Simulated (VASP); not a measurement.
Input of a VASP 6.6.1 run:

The input POSCAR:

```
SiC
1.0
    3.1350323629      0.0000000000      0.0000000000
   -1.5675161814      2.7150176679      0.0000000000
    0.0000000000      0.0000000000      5.1487384519
Si C
2 2
Direct
    0.3333333333      0.6666666667      0.0046075859
    0.6666666667      0.3333333333      0.5046075859
    0.3333333333      0.6666666667      0.3803924141
    0.6666666667      0.3333333333      0.8803924141
```

INCAR.step1

```
SYSTEM = SiC
  PREC = Accurate
  ENCUT = 520
  ISMEAR = 0
  SIGMA = 0.02
  LREAL = .FALSE.
  LASPH = .TRUE.
  NELM = 100
  NBANDS = 16
  GGA = PE
  ALGO = Normal
  EDIFF = 1E-4
  LWAVE = .TRUE.
  LCHARG = .FALSE.
```

Contents of INCAR.step2:

```
SYSTEM = SiC
  PREC = Accurate
  ENCUT = 520
  EDIFF = 1E-7
  ISMEAR = 0
  SIGMA = 0.02
  LREAL = .FALSE.
  LASPH = .TRUE.
  NELM = 100
  ALGO = Normal
  ISIF = 2
  LWAVE = .FALSE.
  LCHARG = .FALSE.
  METAGGA = R2SCAN
  LMIXTAU = .TRUE.
  NBANDS = 16
  ISTART = 1
```

Contents of KPOINTS:

```
Automatic mesh
0
G
  12 12 6
  0 0 0
```

Potentials or basis: VASP PAW PBE potentials, release 64 (Si, C).

Run with:

```sh
$ cat potpaw_PBE.64/Si/POTCAR potpaw_PBE.64/C/POTCAR > POTCAR
$ cp INCAR.step1 INCAR
$ mpirun -np 1 vasp_std > vasp.out
$ cp INCAR.step2 INCAR
$ mpirun -np 1 vasp_std > vasp.out
```

Problem. Estimate the band gap on the k mesh.

Solution. 2.74 eV, indirect (least direct gap 4.35 eV).

Problem. What does it give for the pressure?

Solution. -12.0 GPa.

Forces in eV/Å, atoms in the order of the input:
```
Si   0.000  0.000 -0.009
Si   0.000  0.000 -0.009
C    0.000  0.000  0.009
C    0.000  0.000  0.009
```

Caveat: the PAW data sets were made with another functional, which shifts forces and pressure a little. A k mesh can miss the band edges.
